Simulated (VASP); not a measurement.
# In (R-3m) in VASP: single point with PBE

Aim: the single point of In with PBE.

Everything below comes from runs of VASP 6.6.1. Logs are shortened: lines on timing, memory, paths and dates and some standing lists are left out, and cuts for length are marked.

**1. The cell of the first run**

The structure is trigonal, space group R-3m (No. 166). The conventional cell has a = 3.112 Å, b = 3.112 Å, c = 25.165 Å, α = 90.00°, β = 90.00°, γ = 120.00°. In (site symmetry -3m) has 12 In at 3.11 to 3.39 Å within 4.1 Å. Within 4.1 Å of In (site symmetry 3m) lie 12 In at 3.11 to 3.39 Å.

**2. Single point, PBE (strained)**

INCAR

```
ALGO = Normal
EDIFF = 1E-6
ENCUT = 520
GGA = PE
ISIF = 2
ISMEAR = 0
LASPH = T
LCHARG = F
LREAL = F
LWAVE = F
NBANDS = 26
NELM = 100
PREC = Accurate
SIGMA = 0.1
```

KPOINTS

```
k-points
0
Gamma
  15 15 15
```

POSCAR

```
In
1.0
    1.5561682985      0.8984541861      8.3883557400
   -1.5561682985      0.8984541861      8.3883557400
    0.0000000000     -1.7969083721      8.3883557400
In
3
Direct
    0.0000000000      0.0000000000      0.0000000000
    0.7809967063      0.7809967063      0.7809967063
    0.2190032937      0.2190032937      0.2190032937
```

Potentials or basis: VASP PAW PBE potentials, release 64 (In_d).

Run with:

```console
> cat potpaw_PBE.64/In_d/POTCAR > POTCAR
> mpirun -np 1 vasp_std > vasp.out
```

OUTCAR:

```text
EDIFF = 1E-6
   ENCUT = 520
   GGA = PE
   ISIF = 2
   ISMEAR = 0
   LASPH = T
   LREAL = F
   NELM = 100
   PREC = Accurate

 ion  position               nearest neighbor table
   1  0.000  0.000  0.000-   2 3.39   2 3.39   3 3.39   3 3.39   2 3.39   3 3.39
   2  0.781  0.781  0.781-   3 3.19   3 3.19   3 3.19   1 3.39   1 3.39   1 3.39
   3  0.219  0.219  0.219-   2 3.19   2 3.19   2 3.19   1 3.39   1 3.39   1 3.39

  LATTYP: Found a trigonal (rhomboedric) cell.
 ALAT       =     8.5786590863
 COS(alpha) =     0.9341881189

  Lattice vectors:

 A1 = (   1.5561682985,   0.8984541861,   8.3883557400)
 A2 = (  -1.5561682985,   0.8984541861,   8.3883557400)
 A3 = (   0.0000000000,  -1.7969083721,   8.3883557400)

Analysis of symmetry for initial positions (statically):
=====================================================================
 Subroutine PRICEL returns:
 Original cell was already a primitive cell.

 Routine SETGRP: Setting up the symmetry group for a
 trigonal (rhombohedral) supercell.

 Subroutine GETGRP returns: Found 12 space group operations
 (whereof 12 operations were pure point group operations)
 out of a pool of 12 trial point group operations.

The static configuration has the point symmetry D_3d.

Analysis of symmetry for dynamics (positions and initial velocities):
=====================================================================
 Subroutine PRICEL returns:
 Original cell was already a primitive cell.

 Routine SETGRP: Setting up the symmetry group for a
 trigonal (rhombohedral) supercell.

 Subroutine GETGRP returns: Found 12 space group operations
 (whereof 12 operations were pure point group operations)
 out of a pool of 12 trial point group operations.

The dynamic configuration has the point symmetry D_3d.

 Subroutine INISYM returns: Found 12 space group operations
 (whereof 12 operations are pure point group operations),
 and found     1 'primitive' translations

----------------------------------------------------------------------------------------

                                     Primitive cell

  volume of cell :      70.3689

  direct lattice vectors                    reciprocal lattice vectors
     1.556168299  0.898454186  8.388355740     0.321302009  0.185503801  0.039737625
    -1.556168299  0.898454186  8.388355740    -0.321302009  0.185503801  0.039737625
     0.000000000 -1.796908372  8.388355740     0.000000000 -0.371007602  0.039737625

  length of vectors
     8.578659086  8.578659086  8.578659086     0.373129629  0.373129629  0.373129629

  position of ions in fractional coordinates (direct lattice)
     0.000000000  0.000000000  0.000000000
     0.780996706  0.780996706  0.780996706
     0.219003294  0.219003294  0.219003294

  ion indices of the primitive-cell ions
   primitive index   ion index
                 1           1
                 2           2
                 3           3

----------------------------------------------------------------------------------------

 KPOINTS: k-points

Automatic generation of k-mesh.
 Grid dimensions read from file:
 generate k-points for:   15   15   15

 Generating k-lattice:

  Cartesian coordinates                     Fractional coordinates (reciprocal lattice)
     0.021420134  0.012366920  0.002649175     0.066666667  0.000000000  0.000000000
    -0.021420134  0.012366920  0.002649175     0.000000000  0.066666667  0.000000000
     0.000000000 -0.024733840  0.002649175     0.000000000  0.000000000  0.066666667

  Length of vectors
     0.024875309  0.024875309  0.024875309

  Shift w.r.t. Gamma in fractional coordinates (k-lattice)
     0.000000000  0.000000000  0.000000000

 Subroutine IBZKPT returns following result:
 ===========================================

 Found    344 irreducible k-points:

 Following reciprocal coordinates:
            Coordinates               Weight
  0.000000  0.000000  0.000000      1.000000
  0.066667  0.000000 -0.000000      6.000000
  0.133333  0.000000  0.000000      6.000000
  0.200000 -0.000000  0.000000      6.000000
  0.266667  0.000000  0.000000      6.000000
  0.333333 -0.000000  0.000000      6.000000
[... 16 lines left out ...]
  0.133333  0.133333  0.000000      6.000000
  0.200000  0.133333  0.000000     12.000000
 [... further k-points ...]
   k-points           NKPTS =    344   k-points in BZ     NKDIM =    344   number of bands    NBANDS=     26
   number of dos      NEDOS =    301   number of ions     NIONS =      3
   total plane-waves  NPLWV = 262144
   dimension x,y,z NGX =    64 NGY =   64 NGZ =   64
   dimension x,y,z NGXF=   128 NGYF=  128 NGZF=  128
   ions per type =               3
   NGX,Y,Z   is equivalent  to a cutoff of  12.40, 12.40, 12.40 a.u.
   NGXF,Y,Z  is equivalent  to a cutoff of  24.81, 24.81, 24.81 a.u.
 SYSTEM =  unknown system
   PREC   = accura    normal or accurate (medium, high low for compatibility)
   ISTART =      0    job   : 0-new  1-cont  2-samecut
   ICHARG =      2    charge: 1-file 2-atom 10-const
   ISPIN  =      1    spin polarized calculation?
   LNONCOLLINEAR =      F non collinear calculations
   LSORBIT =      F    spin-orbit coupling
   LASPH  =      T    aspherical Exc in radial PAW
   ENCUT  =  520.0 eV  38.22 Ry    6.18 a.u.  15.95 15.95 15.95*2*pi/ulx,y,z
   NELM   =    100;   NELMIN=  2; NELMDL= -5     # of ELM steps
   EDIFF  = 0.1E-05   stopping-criterion for ELM
   LREAL  =      F    real-space projection
   EDIFFG = 0.1E-04   stopping-criterion for IOM
   NSW    =      0    number of steps for IOM
   IBRION =     -1    ionic relax: 0-MD 1-quasi-New 2-CG
   NFREE  =      0    steps in history (QN), initial steepest desc. (CG)
   ISIF   =      2    stress and relaxation
   ISYM   =      2    0-nonsym 1-usesym 2-fastsym
   POTIM  = 0.5000    time-step for ionic-motion
   TEBEG  =    0.0;   TEEND  =   0.0 temperature during run
   PSTRESS=    0.0 pullay stress
   NELECT =      39.0000    total number of electrons
   NUPDOWN=      -1.0000    fix difference up-down
   EMIN   =  10.00;   EMAX   =-10.00  energy-range for DOS
   EFERMI =   0.00;   METHOD = LEGACY
   ISMEAR =     0;   SIGMA  =   0.10  broadening in eV -4-tet -1-fermi 0-gaus
   EFERMI_NEDOS =   21; number of points for ismear=-14 and -15
   IALGO  =     38    algorithm
   IMIX   =      4    mixing-type and parameters
     AMIX     =   0.40;   BMIX     =  1.00
     AMIX_MAG =   1.60;   BMIX_MAG =  1.00
  volume/ion in A,a.u.               =      23.46       158.29
  Fermi-wavevector in a.u.,A,eV,Ry     =   1.344733  2.541178 24.603520  1.808308
  Thomas-Fermi vector in A             =   2.472703
   LORBIT       =      0    0 simple, 1 ext, 2 COOP (PROOUT), +10 PAW based schemes
   GGA     = PE    functional components
   LHFCALC =     F    Hartree Fock is set to
   AEXX    =    0.0000 exact exchange contribution
   IVDW    =     0    specifies the selected vdW correction
   LEPSILON=     F    determine dielectric tensor
   LRPA    =     F    only Hartree local field effects (RPA)
 non-spin polarized calculation
 Gauss-broadening in eV      SIGMA  =   0.10
  energy-cutoff  :      520.00
  volume of cell :       70.37
 maximum number of plane-waves:      1911
   NGX = 31   NGY = 31   NGZ = 31

 number of electron      39.0000006 magnetization

 Free energy of the ion-electron system (eV)
  ---------------------------------------------------
  ext. energy  EPLUGINS =         0.00000000
  ---------------------------------------------------
  free energy    TOTEN  =        -7.30225934 eV

  energy without entropy =       -7.29679878  energy(sigma->0) =       -7.29952906

 E-fermi :   8.8717     XC(G=0): -10.7743

 val. band max:        8.8577331932   @ k =  -0.1333   0.4000   0.1333
 cond. band min:       8.8761129249   @ k =  -0.4000   0.2667   0.2667
 fundamental gap:      0.0183797317
 Fermi energy:         8.8716669573

 k-point     1 :       0.0000    0.0000    0.0000
  band No.  band energies     occupation
      1      -6.1108      2.00000
      2      -6.0636      2.00000
      3      -6.0539      2.00000
      4      -5.9623      2.00000
      5      -5.9623      2.00000
      6      -5.9559      2.00000
[... 18 lines left out ...]
     25      20.0154      0.00000
     26      20.7133      0.00000

 k-point     2 :       0.0667    0.0000   -0.0000
  band No.  band energies     occupation
      1      -6.0989      2.00000
      2      -6.0507      2.00000
      3      -6.0436      2.00000
      4      -5.9649      2.00000
      5      -5.9600      2.00000
      6      -5.9418      2.00000
[... 18 lines left out ...]
     25      19.5232      0.00000
     26      20.0678      0.00000

 k-point     3 :       0.1333    0.0000    0.0000
  band No.  band energies     occupation
      1      -6.0883      2.00000
      2      -6.0369      2.00000
      3      -6.0178      2.00000
      4      -5.9701      2.00000
      5      -5.9501      2.00000
      6      -5.9204      2.00000
[... 18 lines left out ...]
     25      18.5119      0.00000
     26      19.0495      0.00000

 k-point     4 :       0.2000   -0.0000    0.0000
  band No.  band energies     occupation
      1      -6.1167      2.00000
      2      -6.0651      2.00000
      3      -5.9962      2.00000
      4      -5.9733      2.00000
      5      -5.9111      2.00000
      6      -5.8861      2.00000
[... 18 lines left out ...]
     25      17.4600      0.00000
     26      18.3113      0.00000
[... 496 lines left out ...]
      1      -6.0816      2.00000
      2      -6.0352      2.00000
      3      -6.0261      2.00000
      4      -5.9700      2.00000
      5      -5.9656      2.00000
      6      -5.9318      2.00000
[... 18 lines left out ...]
     25      18.2416      0.00000
     26      20.3180      0.00000

 k-point    23 :       0.1333    0.1333    0.0000
  band No.  band energies     occupation
      1      -6.0892      2.00000
      2      -6.0330      2.00000
      3      -6.0185      2.00000
      4      -5.9724      2.00000
      5      -5.9547      2.00000
      6      -5.9130      2.00000
[... 18 lines left out ...]
     25      18.9002      0.00000
     26      19.2958      0.00000

 k-point    24 :       0.2000    0.1333    0.0000
  band No.  band energies     occupation
      1      -6.0832      2.00000
      2      -6.0279      2.00000
      3      -6.0013      2.00000
      4      -5.9754      2.00000
      5      -5.9642      2.00000
      6      -5.9067      2.00000
[... 18 lines left out ...]
     25      17.9761      0.00000
     26      18.7733      0.00000

 [... further k-points ...]
[... 5 lines left out ...]
  --------------------------------------------------------------------------------------
  -------------------------------------------------------------------------------------
  Total        4.6947899      4.6947899      2.7326414      0.0000000      0.0000000      0.0000000
  in kB      106.8922341    106.8922341     62.2175113      0.0000000      0.0000000      0.0000000
  external PRESSURE =      92.0006598 kB  Pullay stress =       0.0000000 kB

 VOLUME and BASIS-vectors are now :
 -----------------------------------------------------------------------------
  energy-cutoff  :      520.00
  volume of cell :       70.37
      direct lattice vectors                 reciprocal lattice vectors
     1.556168299  0.898454186  8.388355740     0.321302009  0.185503801  0.039737625
    -1.556168299  0.898454186  8.388355740    -0.321302009  0.185503801  0.039737625
     0.000000000 -1.796908372  8.388355740     0.000000000 -0.371007602  0.039737625

 POSITION                                       TOTAL-FORCE (eV/Angst)
 -----------------------------------------------------------------------------------
      0.00000      0.00000      0.00000         0.000000     -0.000000     -0.000000
      0.00000      0.00000     19.65383         0.000000     -0.000000     -0.431596
      0.00000      0.00000      5.51123         0.000000      0.000000      0.431596
 -----------------------------------------------------------------------------------
    total drift:                                0.000000     -0.000000      0.000000

  FREE ENERGIE OF THE ION-ELECTRON SYSTEM (eV)
  ---------------------------------------------------
  free  energy   TOTEN  =        -7.3022593402 eV

  energy  without entropy=       -7.2967987837  energy(sigma->0) =       -7.29952906
```

Run time: 25 min. Hardware: 1 thread of Intel Xeon 6975P-C (Granite Rapids), shared host; peak memory 0.85 GiB.

What came out:

- Free energy: -7.3023 eV
- Pressure: 9.2 GPa
- Largest force: 0.432 eV/Å

Forces on the atoms (eV/Å):
```
In   0.000  0.000  0.000
In   0.000  0.000 -0.432
In   0.000  0.000  0.432
```

Stress tensor (GPa, compression positive):
```
10.69  0.00  0.00
 0.00 10.69  0.00
 0.00  0.00  6.22
```

Caveat: the cell differs from its parent crystal (strained); spin-orbit coupling is left out, which moves the levels of the heavy elements.
